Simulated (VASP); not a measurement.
# S (Fd-3m) in VASP: further runs

S is run at these levels: PBE; tasks: single point.

Everything below comes from runs of VASP 6.6.1. Logs are shortened: lines on timing, memory, paths and dates and some standing lists are left out, and cuts for length are marked.

**1. The cell of the first run**

The structure is cubic, space group Fd-3m (No. 227). Conventional cell: a = 5.792 Å, b = 5.792 Å, c = 5.792 Å, α = 90.00°, β = 90.00°, γ = 90.00°. Within 3.3 Å of S (site symmetry -43m) lie 4 S at 2.51 Å.

**2. Single point, PBE**

The input, INCAR:

```
ALGO = Normal ; EDIFF = 1E-6
ENCUT = 500 ; GGA = PE
GGA_COMPAT = F ; ISIF = 2
ISMEAR = -1 ; LASPH = T
LCHARG = F ; LREAL = F
LWAVE = F ; NBANDS = 13
NELM = 120 ; PREC = Accurate
SIGMA = 0.1
```

The input, KPOINTS:

```
k-points
0
Gamma
  4 4 4
```

The input, POSCAR:

```
S
1.0
   -2.8962343100      0.0000000000      2.8962343100
    0.0000000000      2.8962343100      2.8962343100
   -2.8962343100      2.8962343100      0.0000000000
S
2
Direct
    0.0000000000      0.0000000000      0.0000000000
    0.2500000000      0.2500000000      0.2500000000
```

Potentials or basis: VASP PAW PBE potentials, release 64 (S).

Started as:

```sh
$ cat potpaw_PBE.64/S/POTCAR > POTCAR
$ mpirun -np 1 vasp_std > vasp.out
```

OUTCAR:

```text
EDIFF = 1E-6
   ENCUT = 500
   GGA = PE
   ISIF = 2
   ISMEAR = -1
   LASPH = T
   LREAL = F
   NELM = 120
   PREC = Accurate

 ion  position               nearest neighbor table
   1  0.000  0.000  0.000-   2 2.51   2 2.51   2 2.51   2 2.51
   2  0.250  0.250  0.250-   1 2.51   1 2.51   1 2.51   1 2.51

  LATTYP: Found a face centered cubic cell.
 ALAT       =     5.7924686200

  Lattice vectors:

 A1 = (  -2.8962343100,   0.0000000000,   2.8962343100)
 A2 = (   0.0000000000,   2.8962343100,   2.8962343100)
 A3 = (  -2.8962343100,   2.8962343100,   0.0000000000)

Analysis of symmetry for initial positions (statically):
=====================================================================
 Subroutine PRICEL returns:
 Original cell was already a primitive cell.

 Routine SETGRP: Setting up the symmetry group for a
 face centered cubic supercell.

 Subroutine GETGRP returns: Found 48 space group operations
 (whereof 24 operations were pure point group operations)
 out of a pool of 48 trial point group operations.

The static configuration has the point symmetry T_d .
 The point group associated with its full space group is O_h .

Analysis of symmetry for dynamics (positions and initial velocities):
=====================================================================
 Subroutine PRICEL returns:
 Original cell was already a primitive cell.

 Routine SETGRP: Setting up the symmetry group for a
 face centered cubic supercell.

 Subroutine GETGRP returns: Found 48 space group operations
 (whereof 24 operations were pure point group operations)
 out of a pool of 48 trial point group operations.

The dynamic configuration has the point symmetry T_d .
 The point group associated with its full space group is O_h .

 Subroutine INISYM returns: Found 48 space group operations
 (whereof 24 operations are pure point group operations),
 and found     1 'primitive' translations

----------------------------------------------------------------------------------------

                                     Primitive cell

  volume of cell :      48.5882

  direct lattice vectors                    reciprocal lattice vectors
    -2.896234310  0.000000000  2.896234310    -0.172637966 -0.172637966  0.172637966
     0.000000000  2.896234310  2.896234310     0.172637966  0.172637966  0.172637966
    -2.896234310  2.896234310  0.000000000    -0.172637966  0.172637966 -0.172637966

  length of vectors
     4.095893841  4.095893841  4.095893841     0.299017728  0.299017728  0.299017728

  position of ions in fractional coordinates (direct lattice)
     0.000000000  0.000000000  0.000000000
     0.250000000  0.250000000  0.250000000

  ion indices of the primitive-cell ions
   primitive index   ion index
                 1           1
                 2           2

----------------------------------------------------------------------------------------

 KPOINTS: k-points

Automatic generation of k-mesh.
 Grid dimensions read from file:
 generate k-points for:    4    4    4

 Generating k-lattice:

  Cartesian coordinates                     Fractional coordinates (reciprocal lattice)
    -0.043159491 -0.043159491  0.043159491     0.250000000  0.000000000  0.000000000
     0.043159491  0.043159491  0.043159491     0.000000000  0.250000000  0.000000000
    -0.043159491  0.043159491 -0.043159491     0.000000000  0.000000000  0.250000000

  Length of vectors
     0.074754432  0.074754432  0.074754432

  Shift w.r.t. Gamma in fractional coordinates (k-lattice)
     0.000000000  0.000000000  0.000000000

 Subroutine IBZKPT returns following result:
 ===========================================

 Found      8 irreducible k-points:

 Following reciprocal coordinates:
            Coordinates               Weight
  0.000000  0.000000  0.000000      1.000000
  0.250000  0.000000  0.000000      8.000000
  0.500000  0.000000  0.000000      4.000000
  0.250000  0.250000  0.000000      6.000000
  0.500000  0.250000  0.000000     24.000000
 -0.250000  0.250000  0.000000     12.000000
  0.500000  0.500000  0.000000      3.000000
 -0.250000  0.500000  0.250000      6.000000
   k-points           NKPTS =      8   k-points in BZ     NKDIM =      8   number of bands    NBANDS=     13
   number of dos      NEDOS =    301   number of ions     NIONS =      2
   total plane-waves  NPLWV =  27000
   dimension x,y,z NGX =    30 NGY =   30 NGZ =   30
   dimension x,y,z NGXF=    60 NGYF=   60 NGZF=   60
   ions per type =               2
   NGX,Y,Z   is equivalent  to a cutoff of  12.18, 12.18, 12.18 a.u.
   NGXF,Y,Z  is equivalent  to a cutoff of  24.35, 24.35, 24.35 a.u.
 SYSTEM =  unknown system
   PREC   = accura    normal or accurate (medium, high low for compatibility)
   ISTART =      0    job   : 0-new  1-cont  2-samecut
   ICHARG =      2    charge: 1-file 2-atom 10-const
   ISPIN  =      1    spin polarized calculation?
   LNONCOLLINEAR =      F non collinear calculations
   LSORBIT =      F    spin-orbit coupling
   LASPH  =      T    aspherical Exc in radial PAW
   ENCUT  =  500.0 eV  36.75 Ry    6.06 a.u.   7.47  7.47  7.47*2*pi/ulx,y,z
   NELM   =    120;   NELMIN=  2; NELMDL= -5     # of ELM steps
   EDIFF  = 0.1E-05   stopping-criterion for ELM
   LREAL  =      F    real-space projection
   EDIFFG = 0.1E-04   stopping-criterion for IOM
   NSW    =      0    number of steps for IOM
   IBRION =     -1    ionic relax: 0-MD 1-quasi-New 2-CG
   NFREE  =      0    steps in history (QN), initial steepest desc. (CG)
   ISIF   =      2    stress and relaxation
   ISYM   =      2    0-nonsym 1-usesym 2-fastsym
   POTIM  = 0.5000    time-step for ionic-motion
   TEBEG  =    0.0;   TEEND  =   0.0 temperature during run
   PSTRESS=    0.0 pullay stress
   NELECT =      12.0000    total number of electrons
   NUPDOWN=      -1.0000    fix difference up-down
   EMIN   =  10.00;   EMAX   =-10.00  energy-range for DOS
   EFERMI =   0.00;   METHOD = LEGACY
   ISMEAR =    -1;   SIGMA  =   0.10  broadening in eV -4-tet -1-fermi 0-gaus
   EFERMI_NEDOS =   21; number of points for ismear=-14 and -15
   IALGO  =     38    algorithm
   IMIX   =      4    mixing-type and parameters
     AMIX     =   0.40;   BMIX     =  1.00
     AMIX_MAG =   1.60;   BMIX_MAG =  1.00
  volume/ion in A,a.u.               =      24.29       163.94
  Fermi-wavevector in a.u.,A,eV,Ry     =   1.027129  1.940992 14.354058  1.054993
  Thomas-Fermi vector in A             =   2.161058
   LORBIT       =      0    0 simple, 1 ext, 2 COOP (PROOUT), +10 PAW based schemes
   GGA     = PE    functional components
   LHFCALC =     F    Hartree Fock is set to
   AEXX    =    0.0000 exact exchange contribution
   IVDW    =     0    specifies the selected vdW correction
   LEPSILON=     F    determine dielectric tensor
   LRPA    =     F    only Hartree local field effects (RPA)
 non-spin polarized calculation
  energy-cutoff  :      500.00
  volume of cell :       48.59
 maximum number of plane-waves:      1243
 NGX is ok and might be reduce to    30
   NGX = 15   NGY = 15   NGZ = 15

 number of electron      11.9999997 magnetization

 Free energy of the ion-electron system (eV)
  ---------------------------------------------------
  ext. energy  EPLUGINS =         0.00000000
  ---------------------------------------------------
  free energy    TOTEN  =        -6.21119559 eV

  energy without entropy =       -6.15017736  energy(sigma->0) =       -6.18068648

 E-fermi :   3.4978     XC(G=0):  -8.6786

 val. band max:        3.1957913542   @ k =   0.2500   0.0000   0.0000
 cond. band min:       3.5743513753   @ k =  -0.2500   0.2500   0.0000
 fundamental gap:      0.3785600211
 Fermi energy:         3.4977987041

 k-point     1 :       0.0000    0.0000    0.0000
  band No.  band energies     occupation
      1     -12.2776      2.00000
      2      -5.6632      2.00000
      3      -0.3775      2.00000
      4      -0.3775      2.00000
      5      -0.3775      2.00000
      6       2.5219      1.99988
      7       2.5219      1.99988
      8       2.5219      1.99988
      9       9.0642      0.00000
     10      11.3095      0.00000
     11      11.3095      0.00000
     12      13.9902      0.00000
     13      13.9902      0.00000

 k-point     2 :       0.2500    0.0000    0.0000
  band No.  band energies     occupation
      1     -11.7988      2.00000
      2      -6.9581      2.00000
      3      -0.8158      2.00000
      4      -0.8158      2.00000
      5      -0.4888      2.00000
      6       3.1958      1.90695
      7       3.1958      1.90695
      8       3.6489      0.36155
      9      10.4088      0.00000
     10      10.8088      0.00000
     11      10.8088      0.00000
     12      13.4905      0.00000
     13      15.8648      0.00000

 k-point     3 :       0.5000    0.0000    0.0000
  band No.  band energies     occupation
      1     -11.0523      2.00000
      2      -8.3287      2.00000
      3      -1.1339      2.00000
      4      -1.1339      2.00000
      5      -0.7909      2.00000
      6       3.6712      0.30022
      7       3.6712      0.30022
      8       5.3954      0.00000
      9      10.9789      0.00000
     10      11.7055      0.00000
     11      12.0107      0.00000
     12      12.0107      0.00000
     13      13.4482      0.00000

 k-point     4 :       0.2500    0.2500    0.0000
  band No.  band energies     occupation
      1     -11.6124      2.00000
      2      -7.3045      2.00000
      3      -1.3681      2.00000
      4      -1.3681      2.00000
      5       0.9109      2.00000
      6       1.8323      2.00000
      7       4.1701      0.00240
      8       4.1701      0.00240
      9       9.1820      0.00000
     10      11.1357      0.00000
     11      12.3206      0.00000
     12      15.0009      0.00000
     13      15.0009      0.00000

 k-point     5 :       0.5000    0.2500    0.0000
  band No.  band energies     occupation
      1     -10.7186      2.00000
      2      -8.7190      2.00000
      3      -2.2423      2.00000
      4      -1.6143      2.00000
      5       1.0790      2.00000
      6       2.8541      1.99680
      7       4.7135      0.00001
      8       5.0434      0.00000
      9       9.5598      0.00000
     10      10.8664      0.00000
     11      12.3880      0.00000
     12      14.1929      0.00000
     13      14.8462      0.00000

 k-point     6 :      -0.2500    0.2500    0.0000
  band No.  band energies     occupation
      1     -11.0919      2.00000
      2      -8.1984      2.00000
      3      -2.2480      2.00000
      4      -1.1601      2.00000
      5       0.7105      2.00000
      6       3.5744      0.63490
      7       3.8601      0.05200
      8       4.6074      0.00003
      9      10.1098      0.00000
     10      10.3636      0.00000
     11      11.6233      0.00000
     12      14.8056      0.00000
     13      15.2957      0.00000

 k-point     7 :       0.5000    0.5000    0.0000
  band No.  band energies     occupation
      1      -9.7846      2.00000
      2      -9.7846      2.00000
      3      -1.9878      2.00000
      4      -1.9878      2.00000
      5       1.4701      2.00000
      6       1.4701      2.00000
      7       5.7176      0.00000
      8       5.7176      0.00000
      9      10.2393      0.00000
     10      10.2393      0.00000
     11      13.5654      0.00000
     12      13.5654      0.00000
     13      15.2920      0.00000

 k-point     8 :      -0.2500    0.5000    0.2500
  band No.  band energies     occupation
      1      -9.7744      2.00000
      2      -9.7744      2.00000
      3      -2.2647      2.00000
      4      -2.2647      2.00000
      5       2.4201      1.99996
      6       2.4201      1.99996
      7       4.9372      0.00000
      8       4.9372      0.00000
      9       9.7702      0.00000
     10       9.7702      0.00000
     11      13.5959      0.00000
     12      13.5959      0.00000
     13      17.0142      0.00000

------------------------ aborting loop because EDIFF is reached ----------------------------------------

  FORCE on cell =-STRESS in cart. coord.  units (eV):
  Direction    XX          YY          ZZ          XY          YZ          ZX
  --------------------------------------------------------------------------------------
  -------------------------------------------------------------------------------------
  Total        0.1411018      0.1411018      0.1411018      0.0000000      0.0000000     -0.0000000
  in kB        4.6527736      4.6527736      4.6527736      0.0000000      0.0000000     -0.0000000
  external PRESSURE =       4.6527736 kB  Pullay stress =       0.0000000 kB

 VOLUME and BASIS-vectors are now :
 -----------------------------------------------------------------------------
  energy-cutoff  :      500.00
  volume of cell :       48.59
      direct lattice vectors                 reciprocal lattice vectors
    -2.896234310  0.000000000  2.896234310    -0.172637966 -0.172637966  0.172637966
     0.000000000  2.896234310  2.896234310     0.172637966  0.172637966  0.172637966
    -2.896234310  2.896234310  0.000000000    -0.172637966  0.172637966 -0.172637966

 POSITION                                       TOTAL-FORCE (eV/Angst)
 -----------------------------------------------------------------------------------
      0.00000      0.00000      0.00000         0.000000     -0.000000     -0.000000
     -1.44812      1.44812      1.44812        -0.000000      0.000000      0.000000
 -----------------------------------------------------------------------------------
    total drift:                                0.000000      0.000000      0.000000

  FREE ENERGIE OF THE ION-ELECTRON SYSTEM (eV)
  ---------------------------------------------------
  free  energy   TOTEN  =        -6.2111955949 eV

  energy  without entropy=       -6.1501773584  energy(sigma->0) =       -6.18068648
```

Run time: 5.3 s. Hardware: 1 thread of Intel Xeon Platinum 8488C (Sapphire Rapids), shared host; peak memory 0.15 GiB.

Results:

- Free energy: -6.2112 eV
- Pressure: 0.5 GPa
- Band gap on the k mesh: zero (band 6 reaches 3.67 eV, above the bottom of band 7 at 2.52 eV)

Caveat: the k points lie up to 0.47 Å⁻¹ apart.

**3. Single point, PBE**

The input, INCAR:

```
SYSTEM = S
PREC     = Accurate       ! precision mode
ENCUT    = 500            ! plane-wave cutoff, eV
EDIFF    = 1E-6           ! SCF threshold, eV
ISMEAR   = -1             ! smearing method
SIGMA    = 0.1            ! smearing width, eV
LREAL    = .FALSE.        ! projectors in reciprocal space
LASPH    = .TRUE.         ! aspherical terms in the spheres
NELM     = 120            ! most SCF steps
ALGO     = Normal         ! electronic algorithm
ISIF     = 2              ! what is computed and relaxed
LWAVE    = .FALSE.        ! write WAVECAR
LCHARG   = .FALSE.        ! write CHGCAR
GGA      = PE             ! functional
NBANDS   = 13             ! bands
GGA_COMPAT= .FALSE.
```

The input, KPOINTS:

```
regular mesh
0
G
  4 4 4
  0 0 0
```

POSCAR is that of step 2.

Potentials or basis: VASP PAW PBE potentials, release 64 (S).

Started as:

```sh
$ cat potpaw_PBE.64/S/POTCAR > POTCAR
$ mpirun -np 1 vasp_std > vasp.out
```

OUTCAR:

```text
SYSTEM = S
   PREC = Accurate
   ENCUT = 500
   EDIFF = 1E-6
   ISMEAR = -1
   LREAL = .FALSE.
   LASPH = .TRUE.
   NELM = 120
   ISIF = 2
   GGA = PE

 ion  position               nearest neighbor table
   1  0.000  0.000  0.000-   2 2.51   2 2.51   2 2.51   2 2.51
   2  0.250  0.250  0.250-   1 2.51   1 2.51   1 2.51   1 2.51

  LATTYP: Found a face centered cubic cell.
 ALAT       =     5.7924686200

  Lattice vectors:

 A1 = (  -2.8962343100,   0.0000000000,   2.8962343100)
[... 296 lines left out ...]

------------------------ aborting loop because EDIFF is reached ----------------------------------------

  FORCE on cell =-STRESS in cart. coord.  units (eV):
  Direction    XX          YY          ZZ          XY          YZ          ZX
  --------------------------------------------------------------------------------------
  -------------------------------------------------------------------------------------
  Total        0.1411018      0.1411018      0.1411018      0.0000000      0.0000000     -0.0000000
  in kB        4.6527736      4.6527736      4.6527736      0.0000000      0.0000000     -0.0000000
  external PRESSURE =       4.6527736 kB  Pullay stress =       0.0000000 kB

 VOLUME and BASIS-vectors are now :
 -----------------------------------------------------------------------------
  energy-cutoff  :      500.00
  volume of cell :       48.59
      direct lattice vectors                 reciprocal lattice vectors
    -2.896234310  0.000000000  2.896234310    -0.172637966 -0.172637966  0.172637966
     0.000000000  2.896234310  2.896234310     0.172637966  0.172637966  0.172637966
    -2.896234310  2.896234310  0.000000000    -0.172637966  0.172637966 -0.172637966

 POSITION                                       TOTAL-FORCE (eV/Angst)
 -----------------------------------------------------------------------------------
      0.00000      0.00000      0.00000         0.000000     -0.000000     -0.000000
     -1.44812      1.44812      1.44812        -0.000000      0.000000      0.000000
 -----------------------------------------------------------------------------------
    total drift:                                0.000000      0.000000      0.000000

  FREE ENERGIE OF THE ION-ELECTRON SYSTEM (eV)
  ---------------------------------------------------
  free  energy   TOTEN  =        -6.2111955949 eV

  energy  without entropy=       -6.1501773584  energy(sigma->0) =       -6.18068648
```

OSZICAR:

```text
N       E                     dE             d eps       ncg     rms          rms(c)
DAV:   1     0.420522276687E+02    0.42052E+02   -0.49598E+03   208   0.739E+02
DAV:   2    -0.362090231715E+01   -0.45673E+02   -0.43597E+02   290   0.131E+02
DAV:   3    -0.618741914602E+01   -0.25665E+01   -0.25504E+01   278   0.309E+01
DAV:   4    -0.621480552778E+01   -0.27386E-01   -0.27378E-01   261   0.401E+00
DAV:   5    -0.621529029739E+01   -0.48477E-03   -0.48475E-03   278   0.515E-01    0.141E+01
DAV:   6    -0.621238970733E+01    0.29006E-02   -0.14402E-03   248   0.291E-01    0.844E+00
DAV:   7    -0.621103069400E+01    0.13590E-02   -0.34006E-03   248   0.424E-01    0.633E-02
DAV:   8    -0.621113901886E+01   -0.10832E-03   -0.18852E-04   243   0.920E-02    0.321E-02
DAV:   9    -0.621119296964E+01   -0.53951E-04   -0.49112E-05   248   0.452E-02    0.432E-03
DAV:  10    -0.621119476716E+01   -0.17975E-05   -0.14598E-06   250   0.736E-03    0.328E-03
DAV:  11    -0.621119559485E+01   -0.82769E-06   -0.10297E-06   222   0.595E-03
   1 F= -.62111956E+01 E0= -.61806865E+01  d E =-.610182E-01
```

stdout:

```text
POSCAR found type information on POSCAR S
 POSCAR found :  1 types and       2 ions
 scaLAPACK will be used
 LDA part: xc-table for (Slater+PW92), standard interpolation
 POSCAR, INCAR and KPOINTS ok, starting setup
 FFT: planning ... GRIDC
 FFT: planning ... GRID_SOFT
 FFT: planning ... GRID
 WAVECAR not read
 entering main loop
```

Run time: 5.5 s. Hardware: 1 thread of Intel Xeon Platinum 8488C (Sapphire Rapids), shared host; peak memory 0.14 GiB.

Results:

```yaml
Free_energy: -6.2112 eV
Pressure: 0.5 GPa
Band_gap_on_the_k_mesh: zero (band 6 reaches 3.67 eV, above the bottom of band 7 at 2.52 eV)
```

Levels at points of the mesh, in eV from the Fermi level:
| k point | band 2 | band 3 | band 4 | band 5 | band 6 | band 7 | band 8 | band 9 | band 10 | band 11 |
| --- | --- | --- | --- | --- | --- | --- | --- | --- | --- | --- |
| (0.00, 0.00, 0.00) | -9.16 | -3.88 | -3.88 | -3.88 | -0.98 | -0.98 | -0.98 | 5.57 | 7.81 | 7.81 |
| (0.50, 0.00, 0.00) | -11.83 | -4.63 | -4.63 | -4.29 | 0.17 | 0.17 | 1.90 | 7.48 | 8.21 | 8.51 |
| (0.50, 0.50, 0.00) | -13.28 | -5.49 | -5.49 | -2.03 | -2.03 | 2.22 | 2.22 | 6.74 | 6.74 | 10.07 |

Caveat: the k points lie up to 0.47 Å⁻¹ apart.
